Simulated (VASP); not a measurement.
Wanted: the native input for a VASP 6.6.1 run.

- Task: relaxation of cell and atoms
- Functional: PBE
- Potentials or basis: VASP PAW PBE potentials, release 64 (In_d, Fe, H)
- Cutoff: 600 eV
- k mesh: 5 × 5 × 2
- Occupations: gaussian, width 0.2 eV
- Spin: collinear spin, ferromagnetic start
- Starting moments: [0.0, 4.0, 4.0, 0.0, 0.0, 0.0] μB
- Dipole correction: no
- Further INCAR settings: ALGO = Normal; EDIFF = 1e-06; IBRION = 2; EDIFFG = -0.08; NSW = 36; ISIF = 3

The structure of InFe2H3 lies in POSCAR:

```
InFe2H3
1.0
    3.5882537500      0.0000000000      0.0000000000
   -1.7941268800      3.1075189100      0.0000000000
    0.0000000000      0.0000000000      7.8997663100
In Fe H
1 2 3
Direct
    0.0000000000      0.0000000000      0.0000000000
    0.0000000000      0.0000000000      0.5000000000
    0.3333333300      0.6666666700      0.0000000000
    0.0000000000      0.0000000000      0.2672192100
    0.0000000000      0.0000000000      0.7327807900
    0.3333333300      0.6666666700      0.5000000000
```

The cell was built from a structure type or drawn by symmetry, and may not be a known phase.

The input as run:

INCAR

```
PREC = Accurate
ENCUT = 600
EDIFF = 1E-6
ISMEAR = 0
SIGMA = 0.2
LREAL = False
LASPH = True
NELM = 150
ALGO = Normal
ISIF = 3
LWAVE = False
LCHARG = False
ISPIN = 2
MAGMOM = 0 4 4 0 0 0
LORBIT = 11
LMAXMIX = 4
GGA = PE
IBRION = 2
NSW = 36
EDIFFG = -0.08
```

KPOINTS

```
regular mesh
0
Gamma
  5 5 2
```

Potentials or basis: VASP PAW PBE potentials, release 64 (In_d, Fe, H).

The run is started by

```console
$ cat potpaw_PBE.64/In_d/POTCAR potpaw_PBE.64/Fe/POTCAR potpaw_PBE.64/H/POTCAR > POTCAR
$ mpirun -np 1 vasp_std > vasp.out
```

Results of the run:

The relaxed volume is 19.89 Å³/atom, the relaxed cell is a = 4.278 Å, b = 4.278 Å, c = 7.529 Å, α = 90.00°, β = 90.00°, γ = 120.00° and the space group after relaxing (to 0.1 Å) is P-6m2 (No. 187). The energy gained by relaxing is 518.1 meV/atom and the ionic steps are 8. The pressure after relaxing is 0.1 GPa and the largest force after relaxing is 0.054 eV/Å. The net moment is 6.48 μB per cell, the site moments are In -0.14; Fe +3.39, +2.87; H -0.01, +0.01 (each value once) μB and the valence electrons inside the program's atomic spheres are In 11.58; Fe 6.61, 6.90; H 0.55, 0.43 (each value once).

Caveat: the k points lie up to 0.42 Å⁻¹ apart in the final cell; the volume moved by over 15 % at a fixed basis, so the end points are rough; the relaxation stopped at a loose force limit of 0.08 eV/Å, so its end isn't a converged minimum.

It took 6.9 min on 1 thread of AMD EPYC 9R45 96-Core Processor (Zen 5), with other jobs on the host, peak memory 0.27 GiB.
